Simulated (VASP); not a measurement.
**KF: single point with revPBE+D3(BJ)**

KF:

```
CELL_PARAMETERS angstrom
0.00000 2.67185 2.67185
2.67185 0.00000 2.67185
2.67185 2.67185 0.00000
ATOMIC_POSITIONS crystal
K 0.00000 0.00000 0.00000
F 0.50000 0.50000 0.50000
```

```json
{"Program": "VASP 6.6.1", "Task": "single point", "Functional": "revPBE", "Dispersion": "D3(BJ)", "Potentials or basis": "VASP PAW PBE potentials, release 64 (K_sv, F)", "Cutoff": "520 eV", "k mesh": "9 × 9 × 9", "Occupations": "fermi-dirac, width 0.1 eV", "Spin": "no spin polarisation", "Dipole correction": "no", "Further INCAR settings": "ALGO = Normal; EDIFF = 1e-06; NBANDS = 15"}
```

The pressure is 1.2 GPa. The band gap on the k mesh is 6.47 eV. The dispersion energy per atom is -0.288 eV.

Levels at points of the mesh, in eV from the valence-band top:
| k point | band 6 | band 7 | band 8 | band 9 | band 10 | band 11 |
| --- | --- | --- | --- | --- | --- | --- |
| (0.00, 0.00, 0.00) | 0.00 | 0.00 | 0.00 | 6.47 | 10.78 | 10.78 |

Wall time 11 s on 1 thread of Intel(R) Xeon(R) Platinum 8488C (Sapphire Rapids), on a shared host, peak memory 0.17 GiB.

Caveat: the PAW data sets were made with another functional, which shifts forces and pressure a little; an odd mesh through Γ misses points on the zone boundary, where band edges can lie.
